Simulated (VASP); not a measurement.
Write the native input for VASP 6.6.1 that does the following.

```yaml
Task: single point
Functional: PBEsol
Potentials_or_basis: VASP PAW PBE potentials, release 64 (W_sv, S)
Cutoff: 520 eV
k_mesh: 12 × 12 × 2
Occupations: gaussian, width 0.05 eV
Spin: no spin polarisation
Dipole_correction: no
Further_INCAR_settings: ALGO = Normal; EDIFF = 1e-07; NBANDS = 35
```

The structure of WS2 lies in POSCAR:

```
WS2
1.0
    3.1461313781      0.0000000000      0.0000000000
   -1.5730656891      2.7246296971      0.0000000000
    0.0000000000      0.0000000000     12.6917314098
W S
2 4
Direct
    0.3333333333      0.6666666667      0.2500000000
    0.6666666667      0.3333333333      0.7500000000
    0.3428688538      0.6666666667      0.6264891170
    0.6762021871      0.3333333333      0.1264891170
    0.3237978129      0.6666666667      0.8735108830
    0.6571311462      0.3333333333      0.3735108830
```

This cell differs from its parent crystal: atoms displaced along a vibrational mode.

These files were run (other wordings do the same):

INCAR

```
SYSTEM = WS2
PREC = Accurate
ENCUT = 520
EDIFF = 1E-7
ISMEAR = 0
SIGMA = 0.05
LREAL = .False.
LASPH = .True.
NELM = 100
ALGO = Normal
ISIF = 2
LWAVE = .False.
LCHARG = .False.
GGA = PS
NBANDS = 35
```

KPOINTS

```
regular mesh
0
Gamma
  12 12 2
  0 0 0
```

Potentials or basis: VASP PAW PBE potentials, release 64 (W_sv, S).

Run with:

```console
$ cat potpaw_PBE.64/W_sv/POTCAR potpaw_PBE.64/S/POTCAR > POTCAR
$ mpirun -np 1 vasp_std > vasp.out
```

It gave:

| Item | Value |
| --- | --- |
| Pressure | 0.2 GPa |
| Largest force | 0.311 eV/Å |
| Band gap on the k mesh | 1.11 eV (least direct gap 1.87 eV) |

Caveat: the cell differs from its parent crystal (atoms displaced along a vibrational mode); the PAW data sets were made with another functional, which shifts forces and pressure a little; spin-orbit coupling is left out, which moves the levels of the heavy elements; this functional lacks dispersion, which binds layers or chains, so the pressure and a relaxed spacing across them are unreliable.

Run time: 2.5 min on 1 thread of AMD EPYC 9R45 96-Core Processor (Zen 5) (shared host), peak memory 0.36 GiB.
